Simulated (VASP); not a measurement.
# Tl (Fm-3m) in VASP: single point with PBE

Aim: the single point of Tl with PBE.

Program: VASP 6.6.1. These are calculated values, not measurements. Logs are shortened: lines on timing, memory, paths and dates and some standing lists are left out, and cuts for length are marked.

## Step 1: The cell of the first run

Symmetry: Fm-3m, No. 225, cubic system. The conventional cell has a = 4.330 Å, b = 4.330 Å, c = 4.330 Å, α = 90.00°, β = 90.00°, γ = 90.00°. Within 4.0 Å of Tl (site symmetry m-3m) lie 12 Tl at 3.06 Å.

## Step 2: Single point, PBE

Contents of INCAR:

```
PREC = Accurate
ENCUT = 500
EDIFF = 1E-6
ISMEAR = 1
SIGMA = 0.1
LREAL = F
LASPH = T
NELM = 120
ALGO = Normal
ISIF = 2
LWAVE = F
LCHARG = F
GGA = PE
NBANDS = 12
GGA_COMPAT = F
```

Contents of KPOINTS:

```
regular mesh
0
Gamma
  10 10 10
```

Contents of POSCAR:

```
Tl
1.0
    0.0000000000      2.1650000000      2.1650000000
    2.1650000000      0.0000000000      2.1650000000
    2.1650000000      2.1650000000      0.0000000000
Tl
1
Direct
    0.0000000000      0.0000000000      0.0000000000
```

Potentials or basis: VASP PAW PBE potentials, release 64 (Tl_d).

Run with:

```sh
$ cat potpaw_PBE.64/Tl_d/POTCAR > POTCAR
$ mpirun -np 1 vasp_std > vasp.out
```

OUTCAR:

```text
PREC = Accurate
   ENCUT = 500
   EDIFF = 1E-6
   ISMEAR = 1
   LREAL = F
   LASPH = T
   NELM = 120
   ISIF = 2
   GGA = PE

 ion  position               nearest neighbor table
   1  0.000  0.000  0.000-

  LATTYP: Found a face centered cubic cell.
 ALAT       =     4.3300000000

  Lattice vectors:

 A1 = (   0.0000000000,   2.1650000000,   2.1650000000)
 A2 = (   2.1650000000,   0.0000000000,   2.1650000000)
 A3 = (   2.1650000000,   2.1650000000,   0.0000000000)

Analysis of symmetry for initial positions (statically):
=====================================================================
 Subroutine PRICEL returns:
 Original cell was already a primitive cell.

 Routine SETGRP: Setting up the symmetry group for a
 face centered cubic supercell.

 Subroutine GETGRP returns: Found 48 space group operations
 (whereof 48 operations were pure point group operations)
 out of a pool of 48 trial point group operations.

The static configuration has the point symmetry O_h .

Analysis of symmetry for dynamics (positions and initial velocities):
=====================================================================
 Subroutine PRICEL returns:
 Original cell was already a primitive cell.

 Routine SETGRP: Setting up the symmetry group for a
 face centered cubic supercell.

 Subroutine GETGRP returns: Found 48 space group operations
 (whereof 48 operations were pure point group operations)
 out of a pool of 48 trial point group operations.

The dynamic configuration has the point symmetry O_h .

 Subroutine INISYM returns: Found 48 space group operations
 (whereof 48 operations are pure point group operations),
 and found     1 'primitive' translations

----------------------------------------------------------------------------------------

                                     Primitive cell

  volume of cell :      20.2957

  direct lattice vectors                    reciprocal lattice vectors
     0.000000000  2.165000000  2.165000000    -0.230946882  0.230946882  0.230946882
     2.165000000  0.000000000  2.165000000     0.230946882 -0.230946882  0.230946882
     2.165000000  2.165000000  0.000000000     0.230946882  0.230946882 -0.230946882

  length of vectors
     3.061772363  3.061772363  3.061772363     0.400011734  0.400011734  0.400011734

  position of ions in fractional coordinates (direct lattice)
     0.000000000  0.000000000  0.000000000

  ion indices of the primitive-cell ions
   primitive index   ion index
                 1           1

----------------------------------------------------------------------------------------

 KPOINTS: regular mesh

Automatic generation of k-mesh.
 Grid dimensions read from file:
 generate k-points for:   10   10   10

 Generating k-lattice:

  Cartesian coordinates                     Fractional coordinates (reciprocal lattice)
    -0.023094688  0.023094688  0.023094688     0.100000000  0.000000000  0.000000000
     0.023094688 -0.023094688  0.023094688     0.000000000  0.100000000  0.000000000
     0.023094688  0.023094688 -0.023094688     0.000000000  0.000000000  0.100000000

  Length of vectors
     0.040001173  0.040001173  0.040001173

  Shift w.r.t. Gamma in fractional coordinates (k-lattice)
     0.000000000  0.000000000  0.000000000

 Subroutine IBZKPT returns following result:
 ===========================================

 Found     47 irreducible k-points:

 Following reciprocal coordinates:
            Coordinates               Weight
  0.000000  0.000000  0.000000      1.000000
  0.100000  0.000000  0.000000      8.000000
  0.200000  0.000000  0.000000      8.000000
  0.300000  0.000000  0.000000      8.000000
  0.400000  0.000000  0.000000      8.000000
  0.500000  0.000000  0.000000      4.000000
[... 16 lines left out ...]
  0.300000  0.300000  0.000000      6.000000
  0.400000  0.300000  0.000000     24.000000
 [... further k-points ...]
   k-points           NKPTS =     47   k-points in BZ     NKDIM =     47   number of bands    NBANDS=     12
   number of dos      NEDOS =    301   number of ions     NIONS =      1
   total plane-waves  NPLWV =  13824
   dimension x,y,z NGX =    24 NGY =   24 NGZ =   24
   dimension x,y,z NGXF=    48 NGYF=   48 NGZF=   48
   ions per type =               1
   NGX,Y,Z   is equivalent  to a cutoff of  13.03, 13.03, 13.03 a.u.
   NGXF,Y,Z  is equivalent  to a cutoff of  26.06, 26.06, 26.06 a.u.
 SYSTEM =  unknown system
   PREC   = accura    normal or accurate (medium, high low for compatibility)
   ISTART =      0    job   : 0-new  1-cont  2-samecut
   ICHARG =      2    charge: 1-file 2-atom 10-const
   ISPIN  =      1    spin polarized calculation?
   LNONCOLLINEAR =      F non collinear calculations
   LSORBIT =      F    spin-orbit coupling
   LASPH  =      T    aspherical Exc in radial PAW
   ENCUT  =  500.0 eV  36.75 Ry    6.06 a.u.   5.58  5.58  5.58*2*pi/ulx,y,z
   NELM   =    120;   NELMIN=  2; NELMDL= -5     # of ELM steps
   EDIFF  = 0.1E-05   stopping-criterion for ELM
   LREAL  =      F    real-space projection
[... 7 lines left out ...]
   TEBEG  =    0.0;   TEEND  =   0.0 temperature during run
   PSTRESS=    0.0 pullay stress
   NELECT =      13.0000    total number of electrons
   NUPDOWN=      -1.0000    fix difference up-down
   EMIN   =  10.00;   EMAX   =-10.00  energy-range for DOS
   EFERMI =   0.00;   METHOD = LEGACY
   ISMEAR =     1;   SIGMA  =   0.10  broadening in eV -4-tet -1-fermi 0-gaus
   EFERMI_NEDOS =   21; number of points for ismear=-14 and -15
   IALGO  =     38    algorithm
   IMIX   =      4    mixing-type and parameters
     AMIX     =   0.40;   BMIX     =  1.00
     AMIX_MAG =   1.60;   BMIX_MAG =  1.00
  volume/ion in A,a.u.               =      20.30       136.96
  Fermi-wavevector in a.u.,A,eV,Ry     =   1.411198  2.666778 27.095740  1.991481
  Thomas-Fermi vector in A             =   2.533074
   LORBIT       =      0    0 simple, 1 ext, 2 COOP (PROOUT), +10 PAW based schemes
   GGA     = PE    functional components
   LHFCALC =     F    Hartree Fock is set to
   AEXX    =    0.0000 exact exchange contribution
   IVDW    =     0    specifies the selected vdW correction
   LEPSILON=     F    determine dielectric tensor
   LRPA    =     F    only Hartree local field effects (RPA)
 non-spin polarized calculation
 Methfessel and Paxton  Order N= 1 SIGMA  =   0.10
  energy-cutoff  :      500.00
  volume of cell :       20.30
 maximum number of plane-waves:       532
 NGX is ok and might be reduce to    24
   NGX = 11   NGY = 11   NGZ = 11

 number of electron      13.0000002 magnetization

 Free energy of the ion-electron system (eV)
  ---------------------------------------------------
  ext. energy  EPLUGINS =         0.00000000
  ---------------------------------------------------
  free energy    TOTEN  =        -1.42242182 eV

  energy without entropy =       -1.42216490  energy(sigma->0) =       -1.42233618

 E-fermi :  11.0090     XC(G=0): -12.0250

 val. band max:       10.9877892713   @ k =   0.5000   0.3000   0.0000
 cond. band min:      11.2421796393   @ k =  -0.3000   0.4000   0.1000
 fundamental gap:      0.2543903680
 Fermi energy:        11.0090195746

 k-point     1 :       0.0000    0.0000    0.0000
  band No.  band energies     occupation
      1      -1.9602      2.00000
      2      -1.4458      2.00000
      3      -1.4458      2.00000
      4      -1.4458      2.00000
      5      -0.8082      2.00000
      6      -0.8082      2.00000
      7      22.0568      0.00000
      8      24.0157      0.00000
      9      24.0157      0.00000
     10      24.0157      0.00000
     11      29.0320      0.00000
     12      29.9972      0.00000

 k-point     2 :       0.1000    0.0000    0.0000
  band No.  band energies     occupation
      1      -1.7317      2.00000
      2      -1.4116      2.00000
      3      -1.3907      2.00000
      4      -1.3907      2.00000
      5      -0.8191      2.00000
      6      -0.8191      2.00000
      7      21.2296      0.00000
      8      22.5469      0.00000
      9      23.9625      0.00000
     10      23.9625      0.00000
     11      28.2707      0.00000
     12      29.3969      0.00000

 k-point     3 :       0.2000    0.0000    0.0000
  band No.  band energies     occupation
      1      -1.7690      2.00000
      2      -1.3073      2.00000
      3      -1.3073      2.00000
      4      -0.7784      2.00000
      5      -0.7784      2.00000
      6      -0.5612      2.00000
      7      17.3046      0.00000
      8      22.6225      0.00000
      9      23.6064      0.00000
     10      23.6064      0.00000
     11      27.0441      0.00000
     12      28.3585      0.00000
[... 286 lines left out ...]
 k-point    23 :       0.3000    0.3000    0.0000
  band No.  band energies     occupation
      1      -2.0170      2.00000
      2      -1.7625      2.00000
      3      -0.6386      2.00000
      4      -0.6386      2.00000
      5      -0.4779      2.00000
      6       1.8501      2.00000
      7      16.8823      0.00000
      8      17.8902      0.00000
      9      17.8902      0.00000
     10      21.0317      0.00000
     11      22.1614      0.00000
     12      32.8197      0.00000

 k-point    24 :       0.4000    0.3000    0.0000
  band No.  band energies     occupation
      1      -2.0790      2.00000
      2      -1.8610      2.00000
      3      -0.6112      2.00000
      4      -0.5736      2.00000
      5      -0.2931      2.00000
      6       3.4200      2.00000
      7      13.9271      0.00000
      8      16.1582      0.00000
      9      17.1944      0.00000
     10      21.3512      0.00000
     11      23.3531      0.00000
     12      32.5776      0.00000

 [... further k-points ...]

------------------------ aborting loop because EDIFF is reached ----------------------------------------

  FORCE on cell =-STRESS in cart. coord.  units (eV):
  Direction    XX          YY          ZZ          XY          YZ          ZX
  --------------------------------------------------------------------------------------
  -------------------------------------------------------------------------------------
  Total        4.7036793      4.7036793      4.7036793      0.0000000      0.0000000      0.0000000
  in kB      371.3167915    371.3167915    371.3167915      0.0000000      0.0000000      0.0000000
  external PRESSURE =     371.3167915 kB  Pullay stress =       0.0000000 kB

 VOLUME and BASIS-vectors are now :
 -----------------------------------------------------------------------------
  energy-cutoff  :      500.00
  volume of cell :       20.30
      direct lattice vectors                 reciprocal lattice vectors
     0.000000000  2.165000000  2.165000000    -0.230946882  0.230946882  0.230946882
     2.165000000  0.000000000  2.165000000     0.230946882 -0.230946882  0.230946882
     2.165000000  2.165000000  0.000000000     0.230946882  0.230946882 -0.230946882

 POSITION                                       TOTAL-FORCE (eV/Angst)
 -----------------------------------------------------------------------------------
      0.00000      0.00000      0.00000         0.000000      0.000000     -0.000000
 -----------------------------------------------------------------------------------
    total drift:                               -0.000000      0.000000      0.000000

  FREE ENERGIE OF THE ION-ELECTRON SYSTEM (eV)
  ---------------------------------------------------
  free  energy   TOTEN  =        -1.4224218215 eV

  energy  without entropy=       -1.4221648971  energy(sigma->0) =       -1.42233618
```

It took 5.2 s on 1 thread of Intel Xeon Platinum 8488C (Sapphire Rapids), shared host; peak memory 0.14 GiB.

Results:

| Item | Value |
| --- | --- |
| Free energy | -1.4224 eV |
| Pressure | 37.1 GPa |

Levels at points of the mesh, in eV from the Fermi level:
```tsv
k point	band 4	band 5	band 6	band 7	band 8	band 9
(0.00, 0.00, 0.00)	-12.45	-11.82	-11.82	11.05	13.01	13.01
(0.50, 0.00, 0.00)	-11.27	-11.27	-5.10	-4.68	10.49	10.57
(0.50, 0.50, 0.00)	-11.13	-11.13	-3.16	-2.56	4.64	4.64
```

Caveat: spin-orbit coupling is left out, which moves the levels of the heavy elements.
